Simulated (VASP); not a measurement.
# Ba (Im-3m) in VASP: further runs

Runs on Ba. Level: LDA. Tasks: single point.

All numbers are computed with VASP 6.6.1; they aren't measurements. Logs are shortened: lines on timing, memory, paths and dates and some standing lists are left out, and cuts for length are marked.

**1. The cell of the first run**

It takes space group Im-3m (No. 229, cubic). Conventional cell: a = 4.758 Å, b = 4.758 Å, c = 4.758 Å, α = 90.00°, β = 90.00°, γ = 90.00°. Within 5.4 Å of Ba (site symmetry m-3m) lie 14 Ba at 4.12 to 4.76 Å.

**2. Single point, LDA**

Contents of INCAR:

```
SYSTEM = Ba
PREC = Accurate
ENCUT = 520
EDIFF = 1E-7
ISMEAR = -1
SIGMA = 0.1
LREAL = .False.
LASPH = .True.
NELM = 60
ALGO = Normal
ISIF = 2
LWAVE = .False.
LCHARG = .False.
GGA = CA
NBANDS = 11
```

Contents of KPOINTS:

```
regular mesh
0
Gamma
  3 3 3
  0 0 0
```

Contents of POSCAR:

```
Ba
1.0
   -2.3789385306      2.3789385306      2.3789385306
    2.3789385306     -2.3789385306      2.3789385306
    2.3789385306      2.3789385306     -2.3789385306
Ba
1
Direct
    0.0000000000      0.0000000000      0.0000000000
```

Potentials or basis: VASP PAW LDA potentials, release 64 (Ba_sv).

Command:

```sh
> cat potpaw_LDA.64/Ba_sv/POTCAR > POTCAR
> mpirun -np 1 vasp_std > vasp.out
```

OUTCAR:

```text
SYSTEM = Ba
   PREC = Accurate
   ENCUT = 520
   EDIFF = 1E-7
   ISMEAR = -1
   LREAL = .False.
   LASPH = .True.
   NELM = 60
   ISIF = 2
   GGA = CA

 ion  position               nearest neighbor table
   1  0.000  0.000  0.000-

  LATTYP: Found a body centered cubic cell.
 ALAT       =     4.7578770612

  Lattice vectors:

 A1 = (  -2.3789385306,   2.3789385306,   2.3789385306)
 A2 = (   2.3789385306,  -2.3789385306,   2.3789385306)
 A3 = (   2.3789385306,   2.3789385306,  -2.3789385306)

Analysis of symmetry for initial positions (statically):
=====================================================================
 Subroutine PRICEL returns:
 Original cell was already a primitive cell.

 Routine SETGRP: Setting up the symmetry group for a
 body centered cubic supercell.

 Subroutine GETGRP returns: Found 48 space group operations
 (whereof 48 operations were pure point group operations)
 out of a pool of 48 trial point group operations.

The static configuration has the point symmetry O_h .

Analysis of symmetry for dynamics (positions and initial velocities):
=====================================================================
 Subroutine PRICEL returns:
 Original cell was already a primitive cell.

 Routine SETGRP: Setting up the symmetry group for a
 body centered cubic supercell.

 Subroutine GETGRP returns: Found 48 space group operations
 (whereof 48 operations were pure point group operations)
 out of a pool of 48 trial point group operations.

The dynamic configuration has the point symmetry O_h .

 Subroutine INISYM returns: Found 48 space group operations
 (whereof 48 operations are pure point group operations),
 and found     1 'primitive' translations

----------------------------------------------------------------------------------------

                                     Primitive cell

  volume of cell :      53.8530

  direct lattice vectors                    reciprocal lattice vectors
    -2.378938531  2.378938531  2.378938531     0.000000000  0.210177772  0.210177772
     2.378938531 -2.378938531  2.378938531     0.210177772  0.000000000  0.210177772
     2.378938531  2.378938531 -2.378938531     0.210177772  0.210177772  0.000000000

  length of vectors
     4.120442403  4.120442403  4.120442403     0.297236256  0.297236256  0.297236256

  position of ions in fractional coordinates (direct lattice)
     0.000000000  0.000000000  0.000000000

  ion indices of the primitive-cell ions
   primitive index   ion index
                 1           1

[... 57 lines left out ...]
   ISYM   =      2    0-nonsym 1-usesym 2-fastsym
   POTIM  = 0.5000    time-step for ionic-motion
   TEBEG  =    0.0;   TEEND  =   0.0 temperature during run
   PSTRESS=    0.0 pullay stress
   NELECT =      10.0000    total number of electrons
   NUPDOWN=      -1.0000    fix difference up-down
   EMIN   =  10.00;   EMAX   =-10.00  energy-range for DOS
   EFERMI =   0.00;   METHOD = LEGACY
   ISMEAR =    -1;   SIGMA  =   0.10  broadening in eV -4-tet -1-fermi 0-gaus
   EFERMI_NEDOS =   21; number of points for ismear=-14 and -15
   IALGO  =     38    algorithm
   IMIX   =      4    mixing-type and parameters
     AMIX     =   0.40;   BMIX     =  1.00
     AMIX_MAG =   1.60;   BMIX_MAG =  1.00
  volume/ion in A,a.u.               =      53.85       363.42
  Fermi-wavevector in a.u.,A,eV,Ry     =   0.933982  1.764969 11.868654  0.872321
  Thomas-Fermi vector in A             =   2.060739
   LORBIT       =      0    0 simple, 1 ext, 2 COOP (PROOUT), +10 PAW based schemes
   GGA     = CA    functional components
   LHFCALC =     F    Hartree Fock is set to
   AEXX    =    0.0000 exact exchange contribution
   IVDW    =     0    specifies the selected vdW correction
   LEPSILON=     F    determine dielectric tensor
   LRPA    =     F    only Hartree local field effects (RPA)
 non-spin polarized calculation
  energy-cutoff  :      520.00
  volume of cell :       53.85
 maximum number of plane-waves:      1481
 NGX is ok and might be reduce to    30
   NGX = 15   NGY = 15   NGZ = 15

 number of electron      10.0000000 magnetization

 number of electron       9.9999999 magnetization

 Free energy of the ion-electron system (eV)
  ---------------------------------------------------
  ext. energy  EPLUGINS =         0.00000000
  ---------------------------------------------------
  free energy    TOTEN  =        -2.24599271 eV

  energy without entropy =       -2.16918267  energy(sigma->0) =       -2.20758769

 E-fermi :   2.0111     XC(G=0):  -8.1351

 val. band max:        1.8696421587   @ k =  -0.3333   0.3333   0.3333
 cond. band min:       2.0277911009   @ k =   0.3333   0.3333   0.0000
 fundamental gap:      0.1581489422
 Fermi energy:         2.0111138879

 k-point     1 :       0.0000    0.0000    0.0000
  band No.  band energies     occupation
      1     -26.5867      2.00000
      2     -11.4257      2.00000
      3     -11.4257      2.00000
      4     -11.4257      2.00000
      5      -0.8206      2.00000
      6       3.9174      0.00000
      7       3.9174      0.00000
      8       3.9174      0.00000
      9       5.6021      0.00000
     10       5.6021      0.00000
     11       9.4205      0.00000
[... 29 lines left out ...]
 k-point     4 :      -0.3333    0.3333    0.3333
  band No.  band energies     occupation
      1     -26.4707      2.00000
      2     -11.9338      2.00000
      3     -11.8141      2.00000
      4     -11.8141      2.00000
      5       1.7737      1.82966
      6       1.8696      1.60902
      7       4.7199      0.00000
      8       4.7199      0.00000
      9       5.7417      0.00000
     10       6.1290      0.00000
     11      11.1939      0.00000

------------------------ aborting loop because EDIFF is reached ----------------------------------------

  FORCE on cell =-STRESS in cart. coord.  units (eV):
  Direction    XX          YY          ZZ          XY          YZ          ZX
  --------------------------------------------------------------------------------------
  -------------------------------------------------------------------------------------
  Total       -0.3770800     -0.3770800     -0.3770800      0.0000000      0.0000000      0.0000000
  in kB      -11.2184912    -11.2184912    -11.2184912      0.0000000      0.0000000      0.0000000
  external PRESSURE =     -11.2184912 kB  Pullay stress =       0.0000000 kB

 VOLUME and BASIS-vectors are now :
 -----------------------------------------------------------------------------
  energy-cutoff  :      520.00
  volume of cell :       53.85
      direct lattice vectors                 reciprocal lattice vectors
    -2.378938531  2.378938531  2.378938531     0.000000000  0.210177772  0.210177772
     2.378938531 -2.378938531  2.378938531     0.210177772  0.000000000  0.210177772
     2.378938531  2.378938531 -2.378938531     0.210177772  0.210177772  0.000000000

 POSITION                                       TOTAL-FORCE (eV/Angst)
 -----------------------------------------------------------------------------------
      0.00000      0.00000      0.00000         0.000000      0.000000      0.000000
 -----------------------------------------------------------------------------------
    total drift:                               -0.000000      0.000000     -0.000000

  FREE ENERGIE OF THE ION-ELECTRON SYSTEM (eV)
  ---------------------------------------------------
  free  energy   TOTEN  =        -2.2459927116 eV

  energy  without entropy=       -2.1691826712  energy(sigma->0) =       -2.20758769
```

OSZICAR:

```text
N       E                     dE             d eps       ncg     rms          rms(c)
DAV:   1     0.561054915335E+02    0.56105E+02   -0.45451E+03    88   0.775E+02
DAV:   2     0.270250575166E+00   -0.55835E+02   -0.54478E+02   103   0.142E+02
DAV:   3    -0.218671240409E+01   -0.24570E+01   -0.24467E+01   114   0.309E+01
DAV:   4    -0.225440632861E+01   -0.67694E-01   -0.67613E-01    97   0.489E+00
DAV:   5    -0.225863467966E+01   -0.42284E-02   -0.42282E-02   122   0.102E+00    0.225E+00
DAV:   6    -0.225041590387E+01    0.82188E-02   -0.67459E-03   119   0.694E-01    0.131E+00
DAV:   7    -0.224587908536E+01    0.45368E-02   -0.10447E-02   105   0.861E-01    0.631E-02
DAV:   8    -0.224598934248E+01   -0.11026E-03   -0.51799E-04   108   0.132E-01    0.154E-02
DAV:   9    -0.224599298684E+01   -0.36444E-05   -0.21079E-05   111   0.261E-02    0.242E-03
DAV:  10    -0.224599276143E+01    0.22541E-06   -0.94926E-07   103   0.453E-03    0.102E-03
DAV:  11    -0.224599271156E+01    0.49876E-07   -0.96522E-08    75   0.169E-03
   1 F= -.22459927E+01 E0= -.22075877E+01  d E =-.768100E-01
```

Run time: 3.1 s. Hardware: 1 thread of Intel Xeon 8259CL, shared host; peak memory 0.15 GiB.

What came out:

```yaml
Free_energy: -2.2460 eV
Pressure: -1.1 GPa
Band_gap_on_the_k_mesh: zero (band 5 reaches 2.03 eV, above the bottom of band 6 at 1.87 eV)
```

Caveat: the k points lie up to 0.62 Å⁻¹ apart; spin-orbit coupling is left out, which moves the levels of the heavy elements.

**3. Single point, LDA**

Contents of INCAR:

```
PREC     = Accurate       # precision mode
ENCUT    = 520            # plane-wave cutoff, eV
EDIFF    = 1E-6           # SCF threshold, eV
ISMEAR   = -1             # smearing method
SIGMA    = 0.1            # smearing width, eV
LREAL    = False          # projectors in reciprocal space
LASPH    = True           # aspherical terms in the spheres
NELM     = 80             # most SCF steps
ALGO     = Normal         # electronic algorithm
ISIF     = 2              # what is computed and relaxed
LWAVE    = False          # write WAVECAR
LCHARG   = False          # write CHGCAR
GGA      = CA             # functional
NBANDS   = 11             # bands
```

Contents of KPOINTS:

```
regular mesh
0
Gamma
  5 5 5
```

POSCAR is that of step 2.

Potentials or basis: VASP PAW LDA potentials, release 64 (Ba_sv).

Command:

```sh
> cat potpaw_LDA.64/Ba_sv/POTCAR > POTCAR
> mpirun -np 1 vasp_std > vasp.out
```

OUTCAR:

```text
PREC = Accurate
   ENCUT = 520
   EDIFF = 1E-6
   ISMEAR = -1
   LREAL = False
   LASPH = True
   NELM = 80
   ISIF = 2
   GGA = CA

 ion  position               nearest neighbor table
   1  0.000  0.000  0.000-

  LATTYP: Found a body centered cubic cell.
 ALAT       =     4.7578770612

  Lattice vectors:

 A1 = (  -2.3789385306,   2.3789385306,   2.3789385306)
[... 303 lines left out ...]
      8       5.5478      0.00000
      9       6.2627      0.00000
     10       6.8466      0.00000
     11       9.5500      0.00000

------------------------ aborting loop because EDIFF is reached ----------------------------------------

  FORCE on cell =-STRESS in cart. coord.  units (eV):
  Direction    XX          YY          ZZ          XY          YZ          ZX
  --------------------------------------------------------------------------------------
  -------------------------------------------------------------------------------------
  Total       -0.0205945     -0.0205945     -0.0205945      0.0000000      0.0000000     -0.0000000
  in kB       -0.6127065     -0.6127065     -0.6127065      0.0000000      0.0000000     -0.0000000
  external PRESSURE =      -0.6127065 kB  Pullay stress =       0.0000000 kB

 VOLUME and BASIS-vectors are now :
 -----------------------------------------------------------------------------
  energy-cutoff  :      520.00
  volume of cell :       53.85
      direct lattice vectors                 reciprocal lattice vectors
    -2.378938531  2.378938531  2.378938531     0.000000000  0.210177772  0.210177772
     2.378938531 -2.378938531  2.378938531     0.210177772  0.000000000  0.210177772
     2.378938531  2.378938531 -2.378938531     0.210177772  0.210177772  0.000000000

 POSITION                                       TOTAL-FORCE (eV/Angst)
 -----------------------------------------------------------------------------------
      0.00000      0.00000      0.00000        -0.000000      0.000000      0.000000
 -----------------------------------------------------------------------------------
    total drift:                                0.000000      0.000000     -0.000000

  FREE ENERGIE OF THE ION-ELECTRON SYSTEM (eV)
  ---------------------------------------------------
  free  energy   TOTEN  =        -2.2822673044 eV

  energy  without entropy=       -2.2534109472  energy(sigma->0) =       -2.26783913
```

Run time: 4.3 s. Hardware: 1 thread of Intel Xeon 8259CL, shared host; peak memory 0.15 GiB.

Results:

| Item | Value |
| --- | --- |
| Free energy | -2.2823 eV |
| Pressure | -0.1 GPa |
| Band gap on the k mesh | zero (band 5 reaches 2.43 eV, above the bottom of band 6 at 1.53 eV) |

Caveat: the k points lie up to 0.37 Å⁻¹ apart; spin-orbit coupling is left out, which moves the levels of the heavy elements.
